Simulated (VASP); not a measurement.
Input of a VASP 6.6.1 run:

The input POSCAR:

```
Ru
1.0
    4.2893122621      0.0000000000      0.0000000000
   -2.1446561311      3.7146533838      0.0000000000
    0.0000000000      0.0000000000      2.6522274270
Ru
3
Direct
    0.0000000000      0.0000000000      0.0000000000
    0.3333333333      0.6666666667      0.5000000000
    0.6666666667      0.3333333333      0.5000000000
```

The input INCAR.step1:

```
PREC = Accurate
ENCUT = 620
ISMEAR = 0
SIGMA = 0.1
LREAL = False
LASPH = True
NELM = 120
NBANDS = 31
GGA = PE
ALGO = Normal
EDIFF = 1E-5
LWAVE = True
LCHARG = False
GGA_COMPAT = False
```

File INCAR.step2:

```
PREC = Accurate
ENCUT = 620
EDIFF = 1E-6
ISMEAR = 0
SIGMA = 0.1
LREAL = False
LASPH = True
NELM = 120
ALGO = Normal
ISIF = 2
LWAVE = False
LCHARG = True
METAGGA = R2SCAN
LMIXTAU = True
LELF = True
LVHAR = True
NBANDS = 31
ISTART = 1
GGA_COMPAT = False
```

Contents of KPOINTS:

```
regular mesh
0
Gamma
  6 6 6
```

Potentials or basis: VASP PAW PBE potentials, release 64 (Ru_sv).

Run with:

```console
$ cat potpaw_PBE.64/Ru_sv/POTCAR > POTCAR
$ cp INCAR.step1 INCAR
$ mpirun -np 1 vasp_std > vasp.out
$ cp INCAR.step2 INCAR
$ mpirun -np 1 vasp_std > vasp.out
```

Question: What does it give for the band gap on the k mesh?

Answer: Zero (bands 24 and 25 overlap by 2.43 eV).

Question: What does it give for the pressure?

Answer: -5.6 GPa.

Stress tensor (GPa, compression positive):
```
-7.87  0.00  0.00
 0.00 -7.87  0.00
 0.00  0.00 -1.04
```

Caveat: the k points lie up to 0.39 Å⁻¹ apart, too coarse for converged energies and pressures of a metal; the PAW data sets were made with another functional, which shifts forces and pressure a little.
